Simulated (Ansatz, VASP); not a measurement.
# AlNi in VASP and in Ansatz

Contents of INCAR:

```
SYSTEM = AlNi
PREC = Accurate
ENCUT = 600
EDIFF = 1E-6
ISMEAR = 0
SIGMA = 0.15
LREAL = .FALSE.
LASPH = .TRUE.
NELM = 120
ALGO = Normal
ISIF = 2
LWAVE = .FALSE.
LCHARG = .TRUE.
GGA = PS
LELF = .TRUE.
LVHAR = .TRUE.
NBANDS = 14
GGA_COMPAT = .FALSE.
```

KPOINTS

```
regular mesh
0
G
  20 20 20
  0 0 0
```

Contents of POSCAR:

```
AlNi
1.0
    3.0052738296      0.0000000000      0.0000000000
    0.0000000000      3.0052738296      0.0000000000
    0.0000000000      0.0000000000      2.8621655520
Al Ni
1 1
Direct
    0.0000000000      0.0000000000      0.0000000000
    0.5000000000      0.5000000000      0.5000000000
```

Input for Ansatz:

```yaml
crystal:
  lattice:
    - [3.0052738296, 0.0, 0.0]
    - [0.0, 3.0052738296, 0.0]
    - [0.0, 0.0, 2.862165552]
  atoms:
    - { symbol: Al, position: [0.0, 0.0, 0.0] }
    - { symbol: Ni, position: [0.5, 0.5, 0.5] }
basis:
  ecutwfc: 420
kpoints:
  mp_grid: { grid: [20, 20, 20] }
hamiltonian:
  xc: pbesol
scf:
  occupations: { method: gaussian, width: 0.15 }
output:
  forces: true
  stress: true
  eigenvalues: true
```

Change from the starting cell: strain +0.050 along x and y, +0.000 along z, atoms carried along.

Alike in both runs: task single point; functional PBEsol; k mesh 20 × 20 × 20; occupations gaussian, width 0.15 eV; no spin polarisation.

|  | VASP | Ansatz |
| --- | --- | --- |
| version | VASP 6.6.1 | Ansatz 0.2.0 |
| potentials or method | VASP PAW PBE potentials, release 64 (Al, Ni), cutoff 600 eV | scalar-relativistic, plane waves, PAW |
| valence electrons in the cell | 13 | 21 |

```tsv
	VASP	Ansatz	Ansatz less VASP
gap on the k mesh at the Fermi level (eV)	none	none	-
pressure (GPa)	-13.4	-13.5	-0.14
traceless stress, the component that is largest in VASP (GPa)	2.19	2.14	-0.054
```

VASP's potentials were made for PBE, not for PBEsol. A gap of «none» marks a metal or a gap that the smearing closes. VASP's potentials hold 13 valence electrons a cell and Ansatz's 21, so a difference there can come from the potentials and not from the codes.
